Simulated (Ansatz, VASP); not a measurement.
Zn6O in VASP and in Ansatz

```
Zn O
1.0
     2.99821    0.00000    0.00000
    -1.49911    2.59653    0.00000
     0.00000    0.00000   13.21989
Zn O
6 1
Direct
  0.33333 0.66667 0.23099
  0.00000 0.00000 0.01093
  0.00000 0.00000 0.37905
  0.33333 0.66667 0.53260
  0.00000 0.00000 0.68874
  0.33333 0.66667 0.84705
  0.33333 0.66667 0.08563
```

Alike in both runs: functional PBE; k mesh 12 × 12 × 4; occupations gaussian, width 0.1 eV; no spin polarisation.

Ansatz relaxed the structure, and its values are those at the end. VASP's run is a single point on that final structure, the one shown.

|  | VASP | Ansatz |
| --- | --- | --- |
| version | VASP 6.6.1 | Ansatz 0.2.0 |
| potentials or method | VASP PAW PBE potentials, release 64 (Zn, O), cutoff 520 eV | scalar-relativistic, plane waves, PAW |
| valence electrons in the cell | 78 | 78 |

Ansatz gave:

* gap on the k mesh at the Fermi level (eV): none
* pressure (GPa): 0.0
* rms of the force components (eV/Å): 0.001

Task: Which values does VASP return?

Result: gap on the k mesh at the Fermi level (eV): none; pressure (GPa): 0.5; rms of the force components (eV/Å): 0.021.

A gap of «none» marks a metal or a gap that the smearing closes.
